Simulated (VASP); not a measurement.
Write the native input for VASP 6.6.1 that does the following.

```yaml
Task: single point
Functional: PBE
Dispersion: D3(BJ)
Potentials_or_basis: VASP PAW PBE potentials, release 64 (In_d, Se)
Cutoff: 520 eV
k_mesh: 10 × 10 × 8
Occupations: gaussian, width 0.02 eV
Spin: no spin polarisation
Dipole_correction: no
Further_INCAR_settings: ALGO = Normal; EDIFF = 1e-07; NBANDS = 27
```

The structure of InSe lies in POSCAR:

```
InSe
1.0
    5.9393142910     -2.0685874094      0.1019221265
    5.9393142910      2.0685874094      0.1019221265
   -1.6731649841      0.0000000000      4.1900058284
In Se
2 2
Direct
    0.1149128947      0.1149128947      0.9785833192
    0.8850871053      0.8850871053      0.0214166808
    0.3467579472      0.3467579472      0.3660732978
    0.6532420528      0.6532420528      0.6339267022
```

The input as run:

INCAR

```
  ALGO = Normal
  EDIFF = 1E-7
  ENCUT = 520
  GGA = PE
  ISIF = 2
  ISMEAR = 0
  IVDW = 12
  LASPH = T
  LCHARG = T
  LELF = T
  LREAL = F
  LVHAR = T
  LWAVE = F
  NBANDS = 27
  NELM = 100
  PREC = Accurate
  SIGMA = 0.02
```

KPOINTS

```
k-points
0
Gamma
  10 10 8
```

Potentials or basis: VASP PAW PBE potentials, release 64 (In_d, Se).

Run with:

```bash
$ cat potpaw_PBE.64/In_d/POTCAR potpaw_PBE.64/Se/POTCAR > POTCAR
$ mpirun -np 1 vasp_std > vasp.out
```

Results of the run:

```json
{
  "Pressure": "0.0 GPa",
  "Largest force": "0.012 eV/Å",
  "Band gap on the k mesh": "0.59 eV, indirect (least direct gap 1.00 eV)",
  "Dispersion energy per atom": "-0.343 eV"
}
```

Caveat: spin-orbit coupling is left out, which moves the levels of the heavy elements.

Wall time 6 min on 1 thread of Intel(R) Xeon(R) 6975P-C (Granite Rapids) (shared host), peak memory 0.69 GiB.
